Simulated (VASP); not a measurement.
# Sn3Bi (Fm-3m) in VASP: notebook

The runs below take Sn3Bi through single point, with LDA.

Program: VASP 6.6.1. These are calculated values, not measurements. Logs are shortened: lines on timing, memory, paths and dates and some standing lists are left out, and cuts for length are marked.

## (1) The cell of the first run

The structure is cubic, space group Fm-3m (No. 225). The conventional cell has a = 7.833 Å, b = 7.833 Å, c = 7.833 Å, α = 90.00°, β = 90.00°, γ = 90.00°. Sn (site symmetry m-3m) has 8 Sn at 3.39 Å and 6 Bi at 3.92 Å within 4.5 Å. Sn (site symmetry -43m) has 10 Sn at 3.39 to 3.92 Å and 4 Bi at 3.39 Å within 4.5 Å. Bi (site symmetry m-3m) has 14 Sn at 3.39 to 3.92 Å within 4.5 Å.

## (2) Single point, LDA

File INCAR:

```
  PREC = Accurate
  ENCUT = 520
  EDIFF = 1E-6
  ISMEAR = -1
  SIGMA = 0.1
  LREAL = False
  LASPH = True
  NELM = 80
  ALGO = Normal
  ISIF = 2
  LWAVE = False
  LCHARG = False
  GGA = CA
  NBANDS = 36
```

File KPOINTS:

```
Automatic mesh
0
Gamma
  5 5 5
```

File POSCAR:

```
Sn3Bi
1.0
    0.0000000000      3.9162622998      3.9162622998
    3.9162622998      0.0000000000      3.9162622998
    3.9162622998      3.9162622998      0.0000000000
Sn Bi
3 1
Direct
    0.0000000000      0.0000000000      0.0000000000
    0.2500000000      0.2500000000      0.2500000000
    0.7500000000      0.7500000000      0.7500000000
    0.5000000000      0.5000000000      0.5000000000
```

Potentials or basis: VASP PAW LDA potentials, release 64 (Sn_d, Bi_d).

Run with:

```
$ cat potpaw_LDA.64/Sn_d/POTCAR potpaw_LDA.64/Bi_d/POTCAR > POTCAR
$ mpirun -np 1 vasp_std > vasp.out
```

OUTCAR:

```text
PREC = Accurate
   ENCUT = 520
   EDIFF = 1E-6
   ISMEAR = -1
   LREAL = False
   LASPH = True
   NELM = 80
   ISIF = 2
   GGA = CA

 ion  position               nearest neighbor table
   1  0.000  0.000  0.000-   2 3.39   3 3.39   3 3.39   3 3.39   3 3.39   2 3.39   2 3.39   2 3.39

   2  0.250  0.250  0.250-   1 3.39   4 3.39   1 3.39   1 3.39   1 3.39   4 3.39   4 3.39   4 3.39

   3  0.750  0.750  0.750-   1 3.39   4 3.39   4 3.39   4 3.39   4 3.39   1 3.39   1 3.39   1 3.39

   4  0.500  0.500  0.500-   2 3.39   3 3.39   2 3.39   2 3.39   2 3.39   3 3.39   3 3.39   3 3.39

  LATTYP: Found a face centered cubic cell.
 ALAT       =     7.8325245996

  Lattice vectors:

 A1 = (   0.0000000000,   3.9162622998,   3.9162622998)
 A2 = (   3.9162622998,   0.0000000000,   3.9162622998)
 A3 = (   3.9162622998,   3.9162622998,   0.0000000000)

Analysis of symmetry for initial positions (statically):
=====================================================================
 Subroutine PRICEL returns:
 Original cell was already a primitive cell.

 Routine SETGRP: Setting up the symmetry group for a
 face centered cubic supercell.

 Subroutine GETGRP returns: Found 48 space group operations
 (whereof 48 operations were pure point group operations)
 out of a pool of 48 trial point group operations.

The static configuration has the point symmetry O_h .

Analysis of symmetry for dynamics (positions and initial velocities):
=====================================================================
 Subroutine PRICEL returns:
 Original cell was already a primitive cell.

 Routine SETGRP: Setting up the symmetry group for a
 face centered cubic supercell.

 Subroutine GETGRP returns: Found 48 space group operations
 (whereof 48 operations were pure point group operations)
 out of a pool of 48 trial point group operations.

The dynamic configuration has the point symmetry O_h .

 Subroutine INISYM returns: Found 48 space group operations
 (whereof 48 operations are pure point group operations),
 and found     1 'primitive' translations

----------------------------------------------------------------------------------------

[... 75 lines left out ...]
   ISPIN  =      1    spin polarized calculation?
   LNONCOLLINEAR =      F non collinear calculations
   LSORBIT =      F    spin-orbit coupling
   LASPH  =      T    aspherical Exc in radial PAW
   ENCUT  =  520.0 eV  38.22 Ry    6.18 a.u.  10.30 10.30 10.30*2*pi/ulx,y,z
   NELM   =     80;   NELMIN=  2; NELMDL= -5     # of ELM steps
   EDIFF  = 0.1E-05   stopping-criterion for ELM
   LREAL  =      F    real-space projection
   EDIFFG = 0.1E-04   stopping-criterion for IOM
   NSW    =      0    number of steps for IOM
   IBRION =     -1    ionic relax: 0-MD 1-quasi-New 2-CG
   NFREE  =      0    steps in history (QN), initial steepest desc. (CG)
   ISIF   =      2    stress and relaxation
   ISYM   =      2    0-nonsym 1-usesym 2-fastsym
   POTIM  = 0.5000    time-step for ionic-motion
   TEBEG  =    0.0;   TEEND  =   0.0 temperature during run
   PSTRESS=    0.0 pullay stress
   NELECT =      57.0000    total number of electrons
   NUPDOWN=      -1.0000    fix difference up-down
   EMIN   =  10.00;   EMAX   =-10.00  energy-range for DOS
   EFERMI =   0.00;   METHOD = LEGACY
   ISMEAR =    -1;   SIGMA  =   0.10  broadening in eV -4-tet -1-fermi 0-gaus
   EFERMI_NEDOS =   21; number of points for ismear=-14 and -15
   IALGO  =     38    algorithm
   IMIX   =      4    mixing-type and parameters
     AMIX     =   0.40;   BMIX     =  1.00
     AMIX_MAG =   1.60;   BMIX_MAG =  1.00
  volume/ion in A,a.u.               =      30.03       202.67
  Fermi-wavevector in a.u.,A,eV,Ry     =   1.276884  2.412960 22.183374  1.630432
  Thomas-Fermi vector in A             =   2.409515
   LORBIT       =      0    0 simple, 1 ext, 2 COOP (PROOUT), +10 PAW based schemes
   GGA     = CA    functional components
   LHFCALC =     F    Hartree Fock is set to
   AEXX    =    0.0000 exact exchange contribution
   IVDW    =     0    specifies the selected vdW correction
   LEPSILON=     F    determine dielectric tensor
   LRPA    =     F    only Hartree local field effects (RPA)
 non-spin polarized calculation
  energy-cutoff  :      520.00
  volume of cell :      120.13
 maximum number of plane-waves:      3287
 NGX is ok and might be reduce to    42
   NGX = 21   NGY = 21   NGZ = 21

 number of electron      57.0000032 magnetization

 Free energy of the ion-electron system (eV)
  ---------------------------------------------------
  ext. energy  EPLUGINS =         0.00000000
  ---------------------------------------------------
  free energy    TOTEN  =       -17.43644187 eV

  energy without entropy =      -17.30336032  energy(sigma->0) =      -17.36990109

 E-fermi :   6.8237     XC(G=0): -10.2832

 val. band max:        6.8160027190   @ k =   0.2000   0.2000   0.0000
 cond. band min:       6.8252022685   @ k =   0.4000   0.2000   0.0000
 fundamental gap:      0.0091995495
 Fermi energy:         6.8236715111

 k-point     1 :       0.0000    0.0000    0.0000
  band No.  band energies     occupation
      1     -15.7651      2.00000
      2     -15.7651      2.00000
      3     -15.7651      2.00000
      4     -15.7540      2.00000
      5     -15.7540      2.00000
      6     -14.3874      2.00000
[... 379 lines left out ...]
     35      11.3638      0.00000
     36      11.4948      0.00000

------------------------ aborting loop because EDIFF is reached ----------------------------------------

  FORCE on cell =-STRESS in cart. coord.  units (eV):
  Direction    XX          YY          ZZ          XY          YZ          ZX
  --------------------------------------------------------------------------------------
  -------------------------------------------------------------------------------------
  Total       -3.6235052     -3.6235052     -3.6235052      0.0000000      0.0000000     -0.0000000
  in kB      -48.3274807    -48.3274807    -48.3274807      0.0000000      0.0000000     -0.0000000
  external PRESSURE =     -48.3274807 kB  Pullay stress =       0.0000000 kB

 VOLUME and BASIS-vectors are now :
 -----------------------------------------------------------------------------
  energy-cutoff  :      520.00
  volume of cell :      120.13
      direct lattice vectors                 reciprocal lattice vectors
     0.000000000  3.916262300  3.916262300    -0.127672756  0.127672756  0.127672756
     3.916262300  0.000000000  3.916262300     0.127672756 -0.127672756  0.127672756
     3.916262300  3.916262300  0.000000000     0.127672756  0.127672756 -0.127672756

 POSITION                                       TOTAL-FORCE (eV/Angst)
 -----------------------------------------------------------------------------------
      0.00000      0.00000      0.00000        -0.000000     -0.000000      0.000000
      1.95813      1.95813      1.95813        -0.000000     -0.000000     -0.000000
      5.87439      5.87439      5.87439         0.000000      0.000000      0.000000
      3.91626      3.91626      3.91626        -0.000000     -0.000000      0.000000
 -----------------------------------------------------------------------------------
    total drift:                               -0.000000     -0.000000      0.000000

  FREE ENERGIE OF THE ION-ELECTRON SYSTEM (eV)
  ---------------------------------------------------
  free  energy   TOTEN  =       -17.4364418676 eV

  energy  without entropy=      -17.3033603181  energy(sigma->0) =      -17.36990109
```

OSZICAR:

```text
N       E                     dE             d eps       ncg     rms          rms(c)
DAV:   1     0.596928504101E+03    0.59693E+03   -0.28776E+04   724   0.230E+03
DAV:   2     0.615680688362E+02   -0.53536E+03   -0.52813E+03   720   0.582E+02
DAV:   3    -0.135972870137E+02   -0.75165E+02   -0.74287E+02   824   0.206E+02
DAV:   4    -0.173411271897E+02   -0.37438E+01   -0.37196E+01   812   0.487E+01
DAV:   5    -0.174850017713E+02   -0.14387E+00   -0.14384E+00   996   0.912E+00    0.202E+00
DAV:   6    -0.174481820005E+02    0.36820E-01   -0.83868E-02   836   0.259E+00    0.107E+00
DAV:   7    -0.174370935935E+02    0.11088E-01   -0.31682E-02   832   0.166E+00    0.218E-01
DAV:   8    -0.174364703557E+02    0.62324E-03   -0.25007E-03   932   0.681E-01    0.420E-02
DAV:   9    -0.174364387327E+02    0.31623E-04   -0.30826E-04   944   0.230E-01    0.104E-02
DAV:  10    -0.174364417379E+02   -0.30052E-05   -0.38776E-05   844   0.606E-02    0.605E-03
DAV:  11    -0.174364418676E+02   -0.12974E-06   -0.23769E-06   572   0.362E-02
   1 F= -.17436442E+02 E0= -.17369901E+02  d E =-.133082E+00
```

Wall time 39 s (1 thread of Intel Xeon 6975P-C, shared host); peak memory 0.22 GiB.

Results:

- Free energy: -17.4364 eV
- Pressure: -4.8 GPa

Caveat: spin-orbit coupling is left out, which moves the levels of the heavy elements.

## (3) Single point, LDA

This run uses another cell than the first one, of 30.79 Å³/atom, 1.025 times its volume.

File INCAR:

```
SYSTEM = Sn3Bi
ALGO = Normal
EDIFF = 1E-7
ENCUT = 520
GGA = CA
ISIF = 2
ISMEAR = -1
LASPH = .TRUE.
LCHARG = .TRUE.
LELF = .TRUE.
LREAL = .FALSE.
LVHAR = .TRUE.
LWAVE = .FALSE.
NBANDS = 36
NELM = 80
PREC = Accurate
SIGMA = 0.1
```

File KPOINTS:

```
k-points
0
G
  5 5 5
  0 0 0
```

File POSCAR:

```
Sn3Bi
1.0
    0.0000000000      3.9490358930      3.9490358930
    3.9490358930      0.0000000000      3.9490358930
    3.9490358930      3.9490358930      0.0000000000
Sn Bi
3 1
Direct
    0.0000000000      0.0000000000      0.0000000000
    0.2500000000      0.2500000000      0.2500000000
    0.7500000000      0.7500000000      0.7500000000
    0.5000000000      0.5000000000      0.5000000000
```

Potentials or basis: VASP PAW LDA potentials, release 64 (Sn_d, Bi_d).

Run with:

```
$ cat potpaw_LDA.64/Sn_d/POTCAR potpaw_LDA.64/Bi_d/POTCAR > POTCAR
$ mpirun -np 1 vasp_std > vasp.out
```

Run time: 58 s. Hardware: 1 thread of Intel Xeon 6975P-C, shared host; peak memory 0.22 GiB.

The run converged. Its results:

```
Free energy : -17.3384 eV
Pressure    : -5.6 GPa
```

Levels at points of the mesh, in eV from the Fermi level:
```tsv
k point	band 27	band 28	band 29	band 30	band 31	band 32
(0.00, 0.00, 0.00)	-1.62	-1.03	-1.03	-1.03	-0.42	-0.42
```

Caveat: spin-orbit coupling is left out, which moves the levels of the heavy elements.
